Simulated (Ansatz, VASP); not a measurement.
# SnO2: VASP beside Ansatz

```xyz
6
Lattice="4.7592 0.0000 0.0000 0.0000 4.7592 0.0000 0.1441 0.0000 3.2013" Properties=species:S:1:pos:R:3 pbc="T T T"
Sn    2.4516    2.3796    1.6006
Sn    0.0000    0.0000    0.0000
O     0.9998    3.8396    1.5827
O     3.9034    0.9196    1.6186
O     1.4518    1.4600    0.0180
O     3.3074    3.2992   -0.0180
```

Alike in both runs: task single point; functional r2SCAN; k mesh 6 × 6 × 8; occupations gaussian, width 0.02 eV; no spin polarisation.

|  | VASP | Ansatz |
| --- | --- | --- |
| version | VASP 6.6.1 | Ansatz 0.2.0 |
| potentials or method | VASP PAW PBE potentials, release 64 (Sn_d, O), cutoff 520 eV | scalar-relativistic, plane waves, PAW |
| valence electrons in the cell | 52 | 52 |

```csv
,VASP,Ansatz,Ansatz less VASP
gap on the k mesh at the Fermi level (eV),1.77,1.74,-0.025
least direct gap on the mesh (eV),1.77,1.74,-0.025
pressure (GPa),1.1,0.0,-1.10
"traceless stress, the component that is largest in VASP (GPa)",-4.56,-4.47,+0.087
rms of the force components (eV/Å),0.015,0.001,-0.0136
```

VASP's potentials were made for PBE, not for r2SCAN. Atom by atom the forces differ by 0.015 eV/Å (rms over components).
